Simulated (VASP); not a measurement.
# Cu in VASP: notebook

Runs on Cu. Level: LDA. Tasks: single point, relaxation of the atoms.

Everything below comes from runs of VASP 6.6.1. Logs are shortened: lines on timing, memory, paths and dates and some standing lists are left out, and cuts for length are marked.

### Step 1. The cell of the first run

The cell holds a slab with vacuum, 3 atoms: a = 2.487 Å, b = 2.487 Å, c = 20.062 Å, α = 90.00°, β = 90.00°, γ = 120.00°.

### Step 2. Single point, LDA

Contents of INCAR:

```
ALGO = Normal
DIPOL = 0.5 0.5 0.500
EDIFF = 1E-6
ENCUT = 520
IDIPOL = 3
ISIF = 2
ISMEAR = -1
LASPH = True
LCHARG = True
LDIPOL = True
LELF = True
LREAL = False
LVACPOTAV = True
LVHAR = True
LWAVE = False
NBANDS = 24
NELM = 60
PREC = Accurate
SIGMA = 0.05
```

Contents of KPOINTS:

```
k-points
0
Gamma
  17 17 1
```

Contents of POSCAR:

```
Cu
1.0
    2.4873748555      0.0000000000      0.0000000000
   -1.2436874278      2.1541298136      0.0000000000
    0.0000000000      0.0000000000     20.0619000000
Cu
3
Direct
    0.1666666667      0.3333333333      0.4002530736
    0.5000000000      1.0000000000      0.5000000120
    0.8333333333      0.6666666667      0.5997469141
```

Potentials or basis: VASP PAW LDA potentials, release 64 (Cu).

On the command line:

```bash
$ cat potpaw_LDA.64/Cu/POTCAR > POTCAR
$ mpirun -np 1 vasp_std > vasp.out
```

OUTCAR:

```text
EDIFF = 1E-6
   ENCUT = 520
   ISIF = 2
   ISMEAR = -1
   LASPH = True
   LREAL = False
   NELM = 60
   PREC = Accurate

 ion  position               nearest neighbor table
   1  0.167  0.333  0.400-   2 2.46   2 2.46   2 2.46
   2  0.500  0.000  0.500-   3 2.46   3 2.46   3 2.46   1 2.46   1 2.46   1 2.46
   3  0.833  0.667  0.600-   2 2.46   2 2.46   2 2.46

  LATTYP: Found a hexagonal cell.
 ALAT       =     2.4873748555
 C/A-ratio  =     8.0654911967

  Lattice vectors:

 A1 = (   2.4873748555,   0.0000000000,   0.0000000000)
 A2 = (  -1.2436874278,   2.1541298136,   0.0000000000)
 A3 = (   0.0000000000,   0.0000000000,  20.0619000000)

Analysis of symmetry for initial positions (statically):
=====================================================================
 Subroutine PRICEL returns:
 Original cell was already a primitive cell.

 Routine SETGRP: Setting up the symmetry group for a
 hexagonal supercell.

 Subroutine GETGRP returns: Found 12 space group operations
 (whereof  4 operations were pure point group operations)
 out of a pool of 24 trial point group operations.

The static configuration has the point symmetry C_2h.
 The point group associated with its full space group is D_3d.

Analysis of symmetry for dynamics (positions and initial velocities):
=====================================================================
 Subroutine PRICEL returns:
 Original cell was already a primitive cell.

 Routine SETGRP: Setting up the symmetry group for a
 hexagonal supercell.

 Subroutine GETGRP returns: Found 12 space group operations
 (whereof  4 operations were pure point group operations)
 out of a pool of 24 trial point group operations.

The dynamic configuration has the point symmetry C_2h.
 The point group associated with its full space group is D_3d.

 Subroutine INISYM returns: Found 12 space group operations
 (whereof  4 operations are pure point group operations),
 and found     1 'primitive' translations

----------------------------------------------------------------------------------------

                                     Primitive cell

  volume of cell :     107.4942

  direct lattice vectors                    reciprocal lattice vectors
     2.487374856  0.000000000  0.000000000     0.402030276  0.232112288  0.000000000
    -1.243687428  2.154129814  0.000000000     0.000000000  0.464224576  0.000000000
     0.000000000  0.000000000 20.061900000     0.000000000  0.000000000  0.049845727

  length of vectors
     2.487374856  2.487374856 20.061900000     0.464224576  0.464224576  0.049845727

  position of ions in fractional coordinates (direct lattice)
     0.166666667  0.333333333  0.400253074
     0.500000000  0.000000000  0.500000012
     0.833333333  0.666666667  0.599746914

  ion indices of the primitive-cell ions
   primitive index   ion index
                 1           1
                 2           2
                 3           3

----------------------------------------------------------------------------------------

 KPOINTS: k-points

Automatic generation of k-mesh.
 Grid dimensions read from file:
 generate k-points for:   17   17    1

 Generating k-lattice:

  Cartesian coordinates                     Fractional coordinates (reciprocal lattice)
     0.023648840  0.013653664  0.000000000     0.058823529 -0.000000000  0.000000000
     0.000000000  0.027307328  0.000000000     0.000000000  0.058823529  0.000000000
     0.000000000  0.000000000  0.049845727     0.000000000  0.000000000  1.000000000

  Length of vectors
     0.027307328  0.027307328  0.049845727

  Shift w.r.t. Gamma in fractional coordinates (k-lattice)
     0.000000000  0.000000000  0.000000000

 Subroutine IBZKPT returns following result:
 ===========================================

 Found     33 irreducible k-points:

 Following reciprocal coordinates:
            Coordinates               Weight
  0.000000  0.000000  0.000000      1.000000
  0.058824  0.000000  0.000000      6.000000
  0.117647 -0.000000  0.000000      6.000000
  0.176471  0.000000  0.000000      6.000000
  0.235294 -0.000000  0.000000      6.000000
  0.294118 -0.000000  0.000000      6.000000
[... 16 lines left out ...]
  0.411765  0.117647  0.000000     12.000000
  0.176471  0.176471  0.000000      6.000000
 [... further k-points ...]
   k-points           NKPTS =     33   k-points in BZ     NKDIM =     33   number of bands    NBANDS=     24
   number of dos      NEDOS =    301   number of ions     NIONS =      3
   total plane-waves  NPLWV =  48600
   dimension x,y,z NGX =    18 NGY =   18 NGZ =  150
   dimension x,y,z NGXF=    36 NGYF=   36 NGZF=  300
   ions per type =               3
   NGX,Y,Z   is equivalent  to a cutoff of  12.03, 12.03, 12.43 a.u.
   NGXF,Y,Z  is equivalent  to a cutoff of  24.06, 24.06, 24.86 a.u.
 SYSTEM =  unknown system
   PREC   = accura    normal or accurate (medium, high low for compatibility)
   ISTART =      0    job   : 0-new  1-cont  2-samecut
   ICHARG =      2    charge: 1-file 2-atom 10-const
   ISPIN  =      1    spin polarized calculation?
   LNONCOLLINEAR =      F non collinear calculations
   LSORBIT =      F    spin-orbit coupling
   LASPH  =      T    aspherical Exc in radial PAW
   ENCUT  =  520.0 eV  38.22 Ry    6.18 a.u.   4.62  4.62 37.30*2*pi/ulx,y,z
   NELM   =     60;   NELMIN=  2; NELMDL= -5     # of ELM steps
   EDIFF  = 0.1E-05   stopping-criterion for ELM
   LREAL  =      F    real-space projection
   EDIFFG = 0.1E-04   stopping-criterion for IOM
   NSW    =      0    number of steps for IOM
   IBRION =     -1    ionic relax: 0-MD 1-quasi-New 2-CG
   NFREE  =      0    steps in history (QN), initial steepest desc. (CG)
   ISIF   =      2    stress and relaxation
   ISYM   =      2    0-nonsym 1-usesym 2-fastsym
   POTIM  = 0.5000    time-step for ionic-motion
   TEBEG  =    0.0;   TEEND  =   0.0 temperature during run
   PSTRESS=    0.0 pullay stress
   NELECT =      33.0000    total number of electrons
   NUPDOWN=      -1.0000    fix difference up-down
   EMIN   =  10.00;   EMAX   =-10.00  energy-range for DOS
   EFERMI =   0.00;   METHOD = LEGACY
   ISMEAR =    -1;   SIGMA  =   0.05  broadening in eV -4-tet -1-fermi 0-gaus
   EFERMI_NEDOS =   21; number of points for ismear=-14 and -15
   IALGO  =     38    algorithm
   IMIX   =      4    mixing-type and parameters
     AMIX     =   0.40;   BMIX     =  1.00
     AMIX_MAG =   1.60;   BMIX_MAG =  1.00
  volume/ion in A,a.u.               =      35.83       241.80
  Fermi-wavevector in a.u.,A,eV,Ry     =   1.104378  2.086972 16.594357  1.219651
  Thomas-Fermi vector in A             =   2.240850
   LORBIT       =      0    0 simple, 1 ext, 2 COOP (PROOUT), +10 PAW based schemes
   GGA     = CA    functional components
   LHFCALC =     F    Hartree Fock is set to
   AEXX    =    0.0000 exact exchange contribution
   IVDW    =     0    specifies the selected vdW correction
   LEPSILON=     F    determine dielectric tensor
   LRPA    =     F    only Hartree local field effects (RPA)
 non-spin polarized calculation
  energy-cutoff  :      520.00
  volume of cell :      107.49
 maximum number of plane-waves:      2924
   NGX =  9   NGY =  9   NGZ = 75

 dipolmoment           0.000000      0.000000     -0.000000 electrons x Angstroem

 number of electron      32.9999988 magnetization

 dipolmoment           0.000000      0.000000      0.000000 electrons x Angstroem

 Free energy of the ion-electron system (eV)
  ---------------------------------------------------
  ext. energy  EPLUGINS =         0.00000000
  ---------------------------------------------------
  free energy    TOTEN  =       -12.96222272 eV

  energy without entropy =      -12.95667332  energy(sigma->0) =      -12.95944802

 E-fermi :  -1.0113     XC(G=0):  -5.0738

 val. band max:       -1.0811764066   @ k =   0.1176   0.1176   0.0000
 cond. band min:      -1.0019421592   @ k =   0.1765   0.0588   0.0000
 fundamental gap:      0.0792342475
 Fermi energy:        -1.0112879872

 k-point     1 :       0.0000    0.0000    0.0000
  band No.  band energies     occupation
      1     -10.2051      2.00000
      2      -8.0592      2.00000
      3      -6.5993      2.00000
      4      -4.2313      2.00000
      5      -4.2313      2.00000
      6      -4.2251      2.00000
[... 16 lines left out ...]
     23       6.2582      0.00000
     24       6.6477      0.00000

 k-point     2 :       0.0588    0.0000    0.0000
  band No.  band energies     occupation
      1     -10.0885      2.00000
      2      -7.9501      2.00000
      3      -6.5116      2.00000
      4      -4.3141      2.00000
      5      -4.2271      2.00000
      6      -4.1889      2.00000
[... 16 lines left out ...]
     23       6.3705      0.00000
     24       6.7435      0.00000

 k-point     3 :       0.1176   -0.0000    0.0000
  band No.  band energies     occupation
      1      -9.7442      2.00000
      2      -7.6338      2.00000
      3      -6.2636      2.00000
      4      -4.4806      2.00000
      5      -4.3125      2.00000
      6      -4.2305      2.00000
[... 16 lines left out ...]
     23       6.7071      0.00000
     24       7.0335      0.00000

 k-point     4 :       0.1765    0.0000    0.0000
  band No.  band energies     occupation
      1      -9.1900      2.00000
      2      -7.1507      2.00000
      3      -5.9099      2.00000
      4      -4.6636      2.00000
      5      -4.4974      2.00000
      6      -4.2478      2.00000
[... 16 lines left out ...]
     23       7.2665      0.00000
     24       7.5236      0.00000

 k-point     5 :       0.2353   -0.0000    0.0000
  band No.  band energies     occupation
      1      -8.4655      2.00000
      2      -6.6040      2.00000
      3      -5.5783      2.00000
      4      -4.8237      2.00000
      5      -4.6808      2.00000
      6      -4.2250      2.00000
[... 451 lines left out ...]
 k-point    22 :       0.3529    0.1176    0.0000
  band No.  band energies     occupation
      1      -6.1997      2.00000
      2      -5.8314      2.00000
      3      -5.4449      2.00000
      4      -5.1633      2.00000
      5      -4.7371      2.00000
      6      -4.3041      2.00000
[... 16 lines left out ...]
     23       9.2359      0.00000
     24      10.0177      0.00000

 k-point    23 :       0.4118    0.1176    0.0000
  band No.  band energies     occupation
      1      -6.0252      2.00000
      2      -5.8323      2.00000
      3      -5.4657      2.00000
      4      -5.2495      2.00000
      5      -4.7425      2.00000
      6      -4.2477      2.00000
[... 16 lines left out ...]
     23       9.9045      0.00000
     24      10.5069      0.00000

 k-point    24 :       0.1765    0.1765    0.0000
  band No.  band energies     occupation
      1      -7.4375      2.00000
      2      -5.9887      2.00000
      3      -5.1308      2.00000
      4      -5.0185      2.00000
      5      -4.6094      2.00000
      6      -4.4194      2.00000
[... 16 lines left out ...]
     23       9.2385      0.00000
     24       9.2976      0.00000

 [... further k-points ...]
[... 5 lines left out ...]
  --------------------------------------------------------------------------------------
  -------------------------------------------------------------------------------------
  Total       -1.1887104     -1.1887104      0.1135537      0.0000000     -0.0000000     -0.0000000
  in kB      -17.7174601    -17.7174601      1.6924925      0.0000000     -0.0000000     -0.0000000
  external PRESSURE =     -11.2474759 kB  Pullay stress =       0.0000000 kB

 VOLUME and BASIS-vectors are now :
 -----------------------------------------------------------------------------
  energy-cutoff  :      520.00
  volume of cell :      107.49
      direct lattice vectors                 reciprocal lattice vectors
     2.487374856  0.000000000  0.000000000     0.402030276  0.232112288  0.000000000
    -1.243687428  2.154129814  0.000000000     0.000000000  0.464224576  0.000000000
     0.000000000  0.000000000 20.061900000     0.000000000  0.000000000  0.049845727

 POSITION                                       TOTAL-FORCE (eV/Angst)
 -----------------------------------------------------------------------------------
      0.00000      0.71804      8.02984        -0.000000     -0.000000     -0.036334
      1.24369      0.00000     10.03095         0.000000      0.000000      0.000000
      1.24369      1.43609     12.03206        -0.000000      0.000000      0.036334
 -----------------------------------------------------------------------------------
    total drift:                                0.000000     -0.000000      0.000001

  FREE ENERGIE OF THE ION-ELECTRON SYSTEM (eV)
  ---------------------------------------------------
  free  energy   TOTEN  =       -12.9622227174 eV

  energy  without entropy=      -12.9566733239  energy(sigma->0) =      -12.95944802

 vacuum level on the upper side and lower side of the slab         4.153         4.153
```

Wall time 45 s (1 thread of Intel Xeon 6975P-C (Granite Rapids), shared host); peak memory 0.2 GiB.

Results:

```
Free energy   : -12.9622 eV
Largest force : 0.036 eV/Å
```

Forces on the atoms (eV/Å):
```
Cu   0.000  0.000 -0.036
Cu   0.000  0.000  0.000
Cu   0.000  0.000  0.036
```

### Step 3. Single point, LDA

Contents of INCAR:

```
PREC = Accurate ; ENCUT = 520
EDIFF = 1E-6 ; ISMEAR = -1
SIGMA = 0.05 ; LREAL = False
LASPH = True ; NELM = 80
ALGO = Normal ; ISIF = 2
LWAVE = False ; LCHARG = False
LDIPOL = True ; IDIPOL = 3
DIPOL = 0.5 0.5 0.500 ; GGA = CA
EFIELD = -0.1 ; NBANDS = 24
```

Contents of KPOINTS:

```
regular mesh
0
Gamma
  17 17 1
```

POSCAR is that of step 2.

Potentials or basis: VASP PAW LDA potentials, release 64 (Cu).

On the command line:

```bash
$ cat potpaw_LDA.64/Cu/POTCAR > POTCAR
$ mpirun -np 1 vasp_std > vasp.out
```

It took 53 s on 1 thread of Intel Xeon 6975P-C (Granite Rapids), shared host; peak memory 0.2 GiB.

It converged, with:

```
Free energy   : -12.9633 eV
Largest force : 0.038 eV/Å
```

Forces in eV/Å, atoms in the order of the input:
```
Cu   0.000  0.000 -0.038
Cu   0.000  0.000  0.003
Cu   0.000  0.000  0.035
```

Levels at points of the mesh, in eV from the Fermi level:
```tsv
k point	band 14	band 15	band 16	band 17	band 18	band 19	band 20	band 21
(0.00, 0.00, 0.00)	-1.89	-1.89	-1.62	-1.62	-1.61	-0.15	4.49	5.16
```

(Continued in part 2 of 2.)
